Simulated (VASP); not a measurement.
Runs of VASP 6.6.1 on GaN. The structure is that of space group P6_3mc (No. 186), or close to it. The cells are those of the table. 

| cell | gap on the mesh (eV) | pressure (GPa) | largest force (eV/Å) |
| --- | --- | --- | --- |
| a = 3.233, b = 3.233, c = 10.425 Å, angles 90.0, 90.0, 120.0°, 8 atoms | 0.67 | -3.4 | 0.23 |
| a = 3.168, b = 3.168, c = 10.217 Å, angles 90.0, 90.0, 120.0°, 8 atoms | 1.12 | (b) | 0.60 |
| a = 3.254, b = 3.254, c = 10.493 Å, angles 90.0, 90.0, 120.0°, 8 atoms | 0.54 | -6.2 | 0.24 |
| a = 3.275, b = 3.275, c = 10.560 Å, angles 90.0, 90.0, 120.0°, 8 atoms | 0.41 | (a) | 0.25 |
| a = 3.190, b = 3.190, c = 10.287 Å, angles 90.0, 90.0, 120.0°, 8 atoms | 0.96 | 3.3 | 0.46 |
| a = 3.146, b = 3.146, c = 10.145 Å, angles 90.0, 90.0, 120.0°, 8 atoms | 1.28 | 11.7 | 0.75 |

Alike in all rows: level PBE; no spin polarisation.

Task: Fill in the values left out.

Result: (a) -8.8; (b) 7.3.

Caveats: semilocal functionals underestimate gaps, and a narrow one can read as zero (at least some runs); the cell stands under pressure (at least some runs); the stress differs along the axes, from -6 to 2 GPa (at least some runs); the stress differs along the axes, from -9 to 0 GPa (at least some runs); the stress differs along the axes, from -12 to -2 GPa (at least some runs); the stress differs along the axes, from 1 to 8 GPa (at least some runs).

A k mesh can miss the band edges, and the runs leave out spin-orbit coupling on Ga.
